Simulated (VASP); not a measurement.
## ZnS: single point with r2SCAN

Crystal: ZnS.

```xyz
2
Lattice="0.0000 2.6941 2.6941 2.6941 0.0000 2.6941 2.6941 2.6941 0.0000" Properties=species:S:1:pos:R:3 pbc="T T T"
Zn    0.0000    0.0000    0.0000
S     1.3470    1.3470    1.3470
```

- Program: VASP 6.6.1
- Task: single point
- Functional: r2SCAN
- Potentials or basis: VASP PAW PBE potentials, release 64 (Zn, S)
- Cutoff: 520 eV
- k mesh: 6 × 6 × 6
- Occupations: gaussian, width 0.01 eV
- Spin: no spin polarisation
- Dipole correction: no
- Further INCAR settings: ALGO = Normal; EDIFF = 1e-06; NBANDS = 16

The pressure is 0.1 GPa and the band gap on the k mesh is 2.71 eV.

Levels at points of the mesh, in eV from the valence-band top:
```tsv
k point	band 5	band 6	band 7	band 8	band 9	band 10	band 11	band 12	band 13	band 14
(0.00, 0.00, 0.00)	-5.98	-5.98	0.00	0.00	0.00	2.71	6.89	6.89	6.89	12.31
(0.50, 0.00, 0.00)	-5.95	-5.78	-5.46	-0.90	-0.90	3.83	7.39	7.39	9.45	12.91
(0.50, 0.50, 0.00)	-5.90	-5.76	-4.65	-2.31	-2.31	3.71	4.48	11.83	12.88	12.88
```

Run time: 18 s on 1 thread of Intel(R) Xeon(R) 6975P-C (Granite Rapids), with other jobs on the host, peak memory 0.16 GiB.

Caveat: the PAW data sets were made with another functional, which shifts forces and pressure a little.
